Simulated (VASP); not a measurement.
Set up this calculation in VASP 6.6.1, as the native input.

```yaml
Task: relaxation of cell and atoms
Functional: LDA
Potentials_or_basis: VASP PAW LDA potentials, release 64 (Na_pv, Cl)
Cutoff: 600 eV
k_mesh: 4 × 4 × 4
Occupations: gaussian, width 0.1 eV
Spin: no spin polarisation
Target_pressure: 60 GPa
Dipole_correction: no
Further_INCAR_settings: ALGO = Normal; EDIFF = 1e-06; IBRION = 2; EDIFFG = -0.05; NSW = 80; ISIF = 3
```

The structure of NaCl3 lies in POSCAR:

```
NaCl3
1.0
    5.5270050000      0.0000000000      0.0000000000
    0.0000000000      5.5270050000      0.0000000000
    0.0000000000      0.0000000000      5.5270050000
Na Cl
2 6
Direct
    0.5000000000      0.5000000000      0.5000000000
    0.0000000000      0.0000000000      0.0000000000
    0.5000000000      0.0000000000      0.7500000000
    0.0000000000      0.2500000000      0.5000000000
    0.7500000000      0.5000000000      0.0000000000
    0.5000000000      0.0000000000      0.2500000000
    0.0000000000      0.7500000000      0.5000000000
    0.2500000000      0.5000000000      0.0000000000
```

The input as run:

INCAR

```
PREC     = Accurate       # precision mode
ENCUT    = 600            # plane-wave cutoff, eV
EDIFF    = 1E-6           # SCF threshold, eV
ISMEAR   = 0              # smearing method
SIGMA    = 0.1            # smearing width, eV
LREAL    = False          # projectors in reciprocal space
LASPH    = True           # aspherical terms in the spheres
NELM     = 80             # most SCF steps
ALGO     = Normal         # electronic algorithm
ISIF     = 3              # what is computed and relaxed
LWAVE    = False          # write WAVECAR
LCHARG   = False          # write CHGCAR
IBRION   = 2              # ionic algorithm
NSW      = 80             # ionic steps
EDIFFG   = -0.05          # ionic threshold
PSTRESS  = 600.0
```

KPOINTS

```
Automatic mesh
0
Gamma
  4 4 4
```

Potentials or basis: VASP PAW LDA potentials, release 64 (Na_pv, Cl).

The run is started by

```console
$ cat potpaw_LDA.64/Na_pv/POTCAR potpaw_LDA.64/Cl/POTCAR > POTCAR
$ mpirun -np 1 vasp_std > vasp.out
```

Results of the run:

```
Relaxed volume                                             : 11.71 Å³/atom
Relaxed cell                                               : a = 4.542 Å, b = 4.542 Å, c = 4.542 Å, α = 90.00°, β = 90.00°, γ = 90.00°
Space group after relaxing (to 0.1 Å)                      : Pm-3n (No. 223)
Energy change on relaxing (the run minimises the enthalpy) : +793.6 meV/atom
Ionic steps                                                : 17
Pressure after relaxing                                    : 59.4 GPa
Band gap on the k mesh                                     : zero (bands 28 and 29 overlap by 5.38 eV)
```

Caveat: the cell is relaxed towards a set pressure, so the run minimises the enthalpy, not the energy; the volume moved by over 15 % at a fixed basis, so the end points are rough.

Run time: 4.1 min on 1 thread of Intel(R) Xeon(R) 6975P-C (Granite Rapids), with other jobs on the host, peak memory 0.29 GiB.
